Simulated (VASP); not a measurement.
A run of VASP 6.6.1 is set up as follows.

Contents of INCAR:

```
SYSTEM = BP
  PREC = Accurate
  ENCUT = 520
  EDIFF = 1E-8
  ISMEAR = -1
  SIGMA = 0.05
  LREAL = .False.
  LASPH = .True.
  NELM = 100
  ALGO = Normal
  ISIF = 2
  LWAVE = .False.
  LCHARG = .False.
  GGA = PE
  IBRION = 8
  NSW = 1
```

The input KPOINTS:

```
regular mesh
0
Gamma
  7 7 7
  0 0 0
```

The input POSCAR:

```
BP
1.0
    0.0000000000      2.2690000000      2.2690000000
    2.2690000000      0.0000000000      2.2690000000
    2.2690000000      2.2690000000      0.0000000000
P B
1 1
Direct
    0.7500000000      0.7500000000      0.7500000000
    0.0000000000      0.0000000000      0.0000000000
```

Potentials or basis: VASP PAW PBE potentials, release 64 (P, B).

Launch:

```sh
$ cat potpaw_PBE.64/P/POTCAR potpaw_PBE.64/B/POTCAR > POTCAR
$ mpirun -np 1 vasp_std > vasp.out
```

**Question.** Predict the highest phonon frequency at Γ, LO-TO splitting left out.

**Answer.** 805 cm⁻¹.

Phonon frequencies in cm⁻¹ (negative: imaginary):
```tsv
q point	frequencies
(0.000, 0.000, 0.000)	0 0 0 805 805 805
```
